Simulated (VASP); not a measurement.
# La2O3 (P-3m1) in VASP: a series of runs, part 2 of 2

VASP 6.6.1. The steps go on from the part before.

### 4 Single point, PBE+D4

This run uses another cell than the first one, of 16.52 Å³/atom.

INCAR

```
SYSTEM = La2O3
PREC = Accurate
ENCUT = 520
EDIFF = 1E-6
ISMEAR = 0
SIGMA = 0.01
LREAL = .FALSE.
LASPH = .TRUE.
NELM = 100
ALGO = Normal
ISIF = 2
LWAVE = .FALSE.
LCHARG = .FALSE.
GGA = PE
IVDW = 13
NBANDS = 28
```

KPOINTS

```
Automatic mesh
0
G
  12 12 4
  0 0 0
```

POSCAR

```
La2O3
1.0
    3.9438391657      0.0000000000      0.0000000000
   -1.9719195829      3.4154595515      0.0000000000
    0.0000000000      0.0000000000      6.1322556309
La O
2 3
Direct
    0.6666666667      0.3333333333      0.7537600000
    0.3333333333      0.6666666667      0.2462400000
    0.6666666667      0.3333333333      0.3541100000
    0.3333333333      0.6666666667      0.6458900000
    0.0000000000      0.0000000000      0.0000000000
```

Potentials or basis: VASP PAW PBE potentials, release 64 (La, O).

Started as:

```sh
$ cat potpaw_PBE.64/La/POTCAR potpaw_PBE.64/O/POTCAR > POTCAR
$ mpirun -np 1 vasp_std > vasp.out
```

OUTCAR:

```text
SYSTEM = La2O3
   PREC = Accurate
   ENCUT = 520
   EDIFF = 1E-6
   ISMEAR = 0
   LREAL = .FALSE.
   LASPH = .TRUE.
   NELM = 100
   ISIF = 2
   GGA = PE
   IVDW = 13

 ion  position               nearest neighbor table
   1  0.667  0.333  0.754-   4 2.37   4 2.37   4 2.37   3 2.45   5 2.73   5 2.73   5 2.73
   2  0.333  0.667  0.246-   3 2.37   3 2.37   3 2.37   4 2.45   5 2.73   5 2.73   5 2.73
   3  0.667  0.333  0.354-   2 2.37   2 2.37   2 2.37   1 2.45
   4  0.333  0.667  0.646-   1 2.37   1 2.37   1 2.37   2 2.45
   5  0.000  0.000  0.000-   2 2.73   1 2.73   2 2.73   1 2.73   1 2.73   2 2.73

  LATTYP: Found a hexagonal cell.
 ALAT       =     3.9438391657
 C/A-ratio  =     1.5548949572

  Lattice vectors:

 A1 = (   3.9438391657,   0.0000000000,   0.0000000000)
 A2 = (  -1.9719195829,   3.4154595515,   0.0000000000)
 A3 = (   0.0000000000,   0.0000000000,   6.1322556309)

Analysis of symmetry for initial positions (statically):
=====================================================================
 Subroutine PRICEL returns:
 Original cell was already a primitive cell.

 Routine SETGRP: Setting up the symmetry group for a
 hexagonal supercell.

 Subroutine GETGRP returns: Found 12 space group operations
[... 177 lines left out ...]
 Fermi energy:         5.9655700764

 k-point     1 :       0.0000    0.0000    0.0000
  band No.  band energies     occupation
      1     -23.9733      2.00000
      2     -23.7406      2.00000
      3     -11.0193      2.00000
      4      -9.7787      2.00000
      5      -9.3421      2.00000
      6      -7.4421      2.00000
[... 733 lines left out ...]
     27      11.2296      0.00000
     28      11.3363      0.00000

 [... further k-points ...]

------------------------ aborting loop because EDIFF is reached ----------------------------------------

  DFT-D4 for vdW energy calculation

  Edisp (eV):   -1.28329

  FORCE on cell =-STRESS in cart. coord.  units (eV):
  Direction    XX          YY          ZZ          XY          YZ          ZX
  --------------------------------------------------------------------------------------
  -------------------------------------------------------------------------------------
  Total      -1.42778    -1.42777    -1.01983     0.00000     0.00000     0.00000
  in kB     -27.69380   -27.69372   -19.78098     0.00000     0.00000     0.00000
  external pressure =      -25.06 kB  Pullay stress =        0.00 kB

 VOLUME and BASIS-vectors are now :
 -----------------------------------------------------------------------------
  energy-cutoff  :      520.00
  volume of cell :       82.60
      direct lattice vectors                 reciprocal lattice vectors
     3.943839166  0.000000000  0.000000000     0.253560036  0.146393184  0.000000000
    -1.971919583  3.415459552  0.000000000     0.000000000  0.292786369  0.000000000
     0.000000000  0.000000000  6.132255631     0.000000000  0.000000000  0.163072132

 POSITION                                       TOTAL-FORCE (eV/Angst)
 -----------------------------------------------------------------------------------
      1.97192      1.13849      4.62225        -0.000000      0.000000     -0.118090
     -0.00000      2.27697      1.51001         0.000000     -0.000000      0.118090
      1.97192      1.13849      2.17149        -0.000000     -0.000000     -0.033168
     -0.00000      2.27697      3.96076         0.000000      0.000000      0.033168
      0.00000      0.00000      0.00000        -0.000000     -0.000000      0.000000
 -----------------------------------------------------------------------------------
    total drift:                                0.000000      0.000000      0.000000

  FREE ENERGIE OF THE ION-ELECTRON SYSTEM (eV)
  ---------------------------------------------------
  free  energy   TOTEN  =       -43.1062118072 eV

  energy  without entropy=      -43.1062118072  energy(sigma->0) =      -43.10621181
```

OSZICAR:

```text
N       E                     dE             d eps       ncg     rms          rms(c)
DAV:   1     0.478796914089E+03    0.47880E+03   -0.15560E+04  4000   0.219E+03
DAV:   2     0.858268258747E+02   -0.39297E+03   -0.37323E+03  5160   0.356E+02
DAV:   3    -0.328905203018E+02   -0.11872E+03   -0.11526E+03  6288   0.198E+02
DAV:   4    -0.465836571379E+02   -0.13693E+02   -0.13657E+02  6516   0.724E+01
DAV:   5    -0.475046641688E+02   -0.92101E+00   -0.92027E+00  6712   0.204E+01    0.148E+01
DAV:   6    -0.418620689688E+02    0.56426E+01   -0.50100E+01  6240   0.379E+01    0.755E+00
DAV:   7    -0.418224451184E+02    0.39624E-01   -0.53394E+00  7504   0.205E+01    0.348E+00
DAV:   8    -0.418240941657E+02   -0.16490E-02   -0.59223E-01  6728   0.588E+00    0.120E+00
DAV:   9    -0.418189675446E+02    0.51266E-02   -0.10177E-01  6976   0.233E+00    0.340E-01
DAV:  10    -0.418215371241E+02   -0.25696E-02   -0.25704E-02  6728   0.100E+00    0.167E-01
DAV:  11    -0.418227837385E+02   -0.12466E-02   -0.80562E-03  7120   0.623E-01    0.126E-01
DAV:  12    -0.418228694286E+02   -0.85690E-04   -0.25687E-03  6176   0.302E-01    0.520E-02
DAV:  13    -0.418229160974E+02   -0.46669E-04   -0.10811E-03  7008   0.210E-01    0.246E-02
DAV:  14    -0.418229177998E+02   -0.17024E-05   -0.15517E-04  6472   0.927E-02    0.862E-03
DAV:  15    -0.418229179234E+02   -0.12356E-06   -0.21870E-05  6264   0.367E-02    0.264E-03
DAV:  16    -0.418229183746E+02   -0.45125E-06   -0.69373E-06  5824   0.164E-02
   1 F= -.43106212E+02 E0= -.43106212E+02  d E =-.110902E-34
```

Wall time 3.2 min (1 thread of Intel Xeon Platinum 8488C (Sapphire Rapids), shared host); peak memory 0.31 GiB.

What came out:

- Free energy: -43.1062 eV
- Pressure: -2.5 GPa
- Largest force: 0.118 eV/Å
- Band gap on the k mesh: 3.84 eV (least direct gap 3.98 eV)
- Dispersion energy per atom: -0.257 eV

Forces in eV/Å, atoms in the order of the input:
```
La   0.000  0.000 -0.118
La   0.000  0.000  0.118
O    0.000  0.000 -0.033
O    0.000  0.000  0.033
O    0.000  0.000  0.000
```

Levels at points of the mesh, in eV from the valence-band top:
```tsv
k point	band 17	band 18	band 19	band 20	band 21	band 22	band 23	band 24
(0.00, 0.00, 0.00)	-1.63	-0.37	-0.37	-0.10	4.29	4.57	4.57	5.11
(0.50, 0.00, 0.00)	-0.72	-0.65	-0.42	-0.29	3.84	4.68	5.12	5.15
(0.00, 0.00, 0.50)	-0.99	-0.76	-0.28	-0.28	4.66	4.69	4.69	4.93
(0.50, 0.00, 0.50)	-0.95	-0.69	-0.37	0.00	4.38	4.60	5.02	5.15
```

Caveat: spin-orbit coupling is left out, which moves the levels of the heavy elements. A k mesh can miss the band edges.

### 5 Overview

```csv
cell,gap on the mesh (eV),pressure (GPa),largest force (eV/Å)
"a = 3.864, b = 3.864, c = 6.008 Å, angles 90.0, 90.0, 120.0°, 5 atoms",3.86,6.2,0.36
"a = 3.904, b = 3.904, c = 6.071 Å, angles 90.0, 90.0, 120.0°, 5 atoms",3.87,1.5,0.11
"a = 3.944, b = 3.944, c = 6.132 Å, angles 90.0, 90.0, 120.0°, 5 atoms",3.84,-2.5,0.12
```

Alike in all rows: task single point; level PBE+D4; potentials or basis VASP PAW PBE potentials, release 64 (La, O); no spin polarisation; k mesh 12 × 12 × 4; cutoff (eV) 520; smearing gaussian 0.01 eV.

Caveats: spin-orbit coupling is left out, which moves the levels of the heavy elements; the cell stands under pressure (at least some runs).

Absolute energies hang on the potentials; compare differences alone.
